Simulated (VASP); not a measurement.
Set up this calculation in VASP 6.6.1, as the native input.

```
Task                   : single point
Functional             : PBE
Potentials or basis    : VASP PAW PBE potentials, release 64 (Zr_sv, O)
Cutoff                 : 600 eV
k mesh                 : 12 × 12 × 12
Occupations            : gaussian, width 0.1 eV
Spin                   : no spin polarisation
Dipole correction      : no
Further INCAR settings : ALGO = Normal; EDIFF = 1e-06; NBANDS = 26
```

The structure of ZrO4 lies in POSCAR:

```
ZrO4
1.0
   -2.1021295000      2.1021295000      3.2673542629
    2.1021295000     -2.1021295000      3.2673542629
    2.1021295000      2.1021295000     -3.2673542629
Zr O
1 4
Direct
    0.0000000000      0.0000000000      0.0000000000
    0.6766099411      0.6766099411      0.0000000000
    0.5000000000      0.0000000000      0.5000000000
    0.0000000000      0.5000000000      0.5000000000
    0.3233900589      0.3233900589      0.0000000000
```

The cell was built from a structure type or drawn by symmetry, and may not be a known phase.

These files were run (other wordings do the same):

INCAR

```
SYSTEM = ZrO4
PREC = Accurate
ENCUT = 600
EDIFF = 1E-6
ISMEAR = 0
SIGMA = 0.1
LREAL = .FALSE.
LASPH = .TRUE.
NELM = 120
ALGO = Normal
ISIF = 2
LWAVE = .FALSE.
LCHARG = .TRUE.
GGA = PE
LELF = .TRUE.
LVHAR = .TRUE.
NBANDS = 26
GGA_COMPAT = .FALSE.
```

KPOINTS

```
Automatic mesh
0
G
  12 12 12
  0 0 0
```

Potentials or basis: VASP PAW PBE potentials, release 64 (Zr_sv, O).

Launch:

```console
$ cat potpaw_PBE.64/Zr_sv/POTCAR potpaw_PBE.64/O/POTCAR > POTCAR
$ mpirun -np 1 vasp_std > vasp.out
```

Results of the run:

```yaml
Pressure: -0.1 GPa
Largest_force: 0.030 eV/Å
Band_gap_on_the_k_mesh: zero (bands 18 and 19 overlap by 0.79 eV)
```

It took 4.4 min on 1 thread of Intel(R) Xeon(R) Platinum 8488C (Sapphire Rapids), on a shared host, peak memory 0.38 GiB.
